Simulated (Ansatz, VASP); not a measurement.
## One calculation of Mo2W, two programs

The input INCAR:

```
ALGO     = Fast           # electronic algorithm
EDIFF    = 1E-6           # SCF threshold, eV
ENCUT    = 520            # plane-wave cutoff, eV
GGA      = PE             # functional
ISIF     = 2              # what is computed and relaxed
ISMEAR   = 0              # smearing method
LASPH    = True           # aspherical terms in the spheres
LCHARG   = False          # write CHGCAR
LREAL    = False          # projectors in reciprocal space
LWAVE    = False          # write WAVECAR
NBANDS   = 51             # bands
NELM     = 100            # most SCF steps
PREC     = Accurate       # precision mode
SIGMA    = 0.2            # smearing width, eV
```

Contents of KPOINTS:

```
k-points
0
Gamma
  8 4 4
```

The input POSCAR:

```
Mo2W
1.0
    1.5843821159     -2.2420539647      0.0000000000
    4.7531463477      2.2420539647      0.0000000000
    1.5843821159      0.0000000000      6.7171325114
Mo W
4 2
Direct
    0.1665313384      0.1665313384      0.3338746463
    0.6665313384      0.6665313384      0.3338746463
    0.3334686616      0.3334686616      0.6661253537
    0.8334686616      0.8334686616      0.6661253537
    1.0000000000      0.0000000000      0.0000000000
    0.5000000000      0.5000000000      0.0000000000
```

Input for Ansatz:

```yaml
crystal:
  lattice:
    - [1.5843821159, -2.2420539647, 0.0]
    - [4.7531463477, 2.2420539647, 0.0]
    - [1.5843821159, 0.0, 6.7171325114]
  atoms:
    - { symbol: Mo, position: [0.1665313384, 0.1665313384, 0.3338746463] }
    - { symbol: Mo, position: [0.6665313384, 0.6665313384, 0.3338746463] }
    - { symbol: Mo, position: [0.3334686616, 0.3334686616, 0.6661253537] }
    - { symbol: Mo, position: [0.8334686616, 0.8334686616, 0.6661253537] }
    - { symbol: W, position: [1.0, 0.0, 0.0] }
    - { symbol: W, position: [0.5, 0.5, 0.0] }
basis:
  ecutwfc: 420
kpoints:
  mp_grid: { grid: [8, 4, 4] }
hamiltonian:
  xc: pbe
scf:
  occupations: { method: gaussian, width: 0.2 }
  lower_state_search: "off"
output:
  forces: true
  stress: true
  eigenvalues: true
```

Alike in both runs: task single point; functional PBE; k mesh 8 × 4 × 4; occupations gaussian, width 0.2 eV; no spin polarisation.

|  | VASP | Ansatz |
| --- | --- | --- |
| version | VASP 6.6.1 | Ansatz 0.2.0 |
| potentials or method | VASP PAW PBE potentials, release 64 (Mo_sv, W_sv), cutoff 520 eV | scalar-relativistic, plane waves, PAW |
| valence electrons in the cell | 84 | 84 |

Ansatz gave:

* gap on the k mesh at the Fermi level (eV): none
* pressure (GPa): 0.1
* traceless stress, the component that is largest in VASP (GPa): -0.73
* rms of the force components (eV/Å): 0.011

Estimate VASP's values.

gap on the k mesh at the Fermi level (eV): none; pressure (GPa): 0.6; traceless stress, the component that is largest in VASP (GPa): -0.73; rms of the force components (eV/Å): 0.013.

Atom by atom the forces differ by 0.002 eV/Å (rms over components). A gap of «none» marks a metal or a gap that the smearing closes.

Neither program's run includes spin-orbit coupling.
